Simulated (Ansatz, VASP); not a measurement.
Two plane-wave programs on CuF

```xyz
4
Lattice="3.5708 0.0000 0.0000 -1.7854 3.0924 0.0000 0.0000 0.0000 5.5699" Properties=species:S:1:pos:R:3 pbc="T T T"
Cu    0.0000    2.0616    1.3925
Cu    1.7854    1.0308    4.1774
F     1.7854    1.0308    1.3925
F     0.0000    2.0616    4.1774
```

Alike in both runs: task single point; functional PBE; k mesh 9 × 9 × 4; occupations fermi-dirac, width 0.02 eV; no spin polarisation.

|  | VASP | Ansatz |
| --- | --- | --- |
| version | VASP 6.6.1 | Ansatz 0.2.0 |
| potentials or method | VASP PAW PBE potentials, release 64 (Cu, F) | plane waves, PAW |
| plane-wave cutoff (eV) | 520 | 420 |
| valence electrons in the cell | 36 | 52 |

Ansatz gave:

* pressure (GPa): -1.7
* traceless stress, the component that is largest in VASP (GPa): 0.95

**Question.** Estimate VASP's values.

**Answer.** Pressure (GPa): -1.6; traceless stress, the component that is largest in VASP (GPa): 0.66.

VASP's potentials hold 36 valence electrons a cell and Ansatz's 52, so a difference there can come from the potentials and not from the codes.
